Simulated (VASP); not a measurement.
Crystal: MgO.

```
Mg O
1.0
     0.00000    2.11000    2.11000
     2.11000    0.00000    2.11000
     2.11000    2.11000    0.00000
Mg O
1 1
Direct
  0.00000 0.00000 0.00000
  0.50000 0.50000 0.50000
```

```yaml
Program: VASP 6.6.1
Task: relaxation of cell and atoms
Functional: LDA
Potentials_or_basis: VASP PAW LDA potentials, release 64 (Mg_sv, O)
Cutoff: 840 eV
k_mesh: 10 × 10 × 10
Occupations: gaussian, width 0.02 eV
Spin: no spin polarisation
```

At the start: pressure -6.4 GPa; volume 9.39 Å³/atom.

Task: How do energy, volume and symmetry change on relaxing?

Result: Over 3 steps the energy falls by 7.3 meV/atom and the volume is 9.04 Å³/atom (-3.8 %); space group Fm-3m (No. 225, to 0.1 Å) before and after.

Step by step:
```tsv
step	energy change (eV)	largest force (eV/Å)	pressure (GPa)	volume (Å³)
1	0.0000	0.0000	-6.38	18.79
2	-0.0122	0.0000	2.84	17.79
3	-0.0147	0.0000	0.00	18.07
```

Final structure:
```xyz
2
Lattice="0.0000 2.0828 2.0828 2.0828 0.0000 2.0828 2.0828 2.0828 0.0000" Properties=species:S:1:pos:R:3 pbc="T T T"
Mg    0.0000    0.0000    0.0000
O     2.0828    2.0828    2.0828
```
